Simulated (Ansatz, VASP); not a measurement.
Sn in VASP and in Ansatz

File INCAR:

```
ALGO = Fast
EDIFF = 1E-7
ENCUT = 520
GGA = PE
ISIF = 2
ISMEAR = 0
LASPH = True
LCHARG = False
LREAL = False
LWAVE = False
NBANDS = 21
NELM = 100
PREC = Accurate
SIGMA = 0.02
```

Contents of KPOINTS:

```
k-points
0
Gamma
  9 9 9
```

POSCAR

```
Sn
1.0
   -2.9401404553      2.9401404553      1.5993019889
    2.9401404553     -2.9401404553      1.5993019889
    2.9401404553      2.9401404553     -1.5993019889
Sn
2
Direct
    0.0000000000      0.0000000000      0.0000000000
    0.7500000000      0.2500000000      0.5000000000
```

File input.yaml:

```yaml
crystal:
  lattice:
    - [-2.9401404553, 2.9401404553, 1.5993019889]
    - [2.9401404553, -2.9401404553, 1.5993019889]
    - [2.9401404553, 2.9401404553, -1.5993019889]
  atoms:
    - { symbol: Sn, position: [0.0, 0.0, 0.0] }
    - { symbol: Sn, position: [0.75, 0.25, 0.5] }
kpoints:
  mp_grid: { grid: [9, 9, 9] }
scf:
  occupations: { method: gaussian, width: 0.02 }
hamiltonian:
  xc: pbe
  pseudopotentials: { kind: all_electron, lapw: { basis_error: 0.001 } }
output:
  forces: true
  stress: true
  eigenvalues: true
```

Alike in both runs: task single point; functional PBE; k mesh 9 × 9 × 9; occupations gaussian, width 0.02 eV; no spin polarisation.

|  | VASP | Ansatz |
| --- | --- | --- |
| version | VASP 6.6.1 | Ansatz 0.2.0 |
| potentials or method | VASP PAW PBE potentials, release 64 (Sn_d), cutoff 520 eV | all-electron LAPW, scalar-relativistic |

```csv
,VASP,Ansatz,Ansatz less VASP
gap on the k mesh at the Fermi level (eV),none,none,-
pressure (GPa),1.4,1.4,+0.05
"traceless stress, the component that is largest in VASP (GPa)",-0.23,-0.23,+0.002
```

A gap of «none» marks a metal or a gap that the smearing closes. Ansatz ran all-electron here, and VASP with PAW potentials.
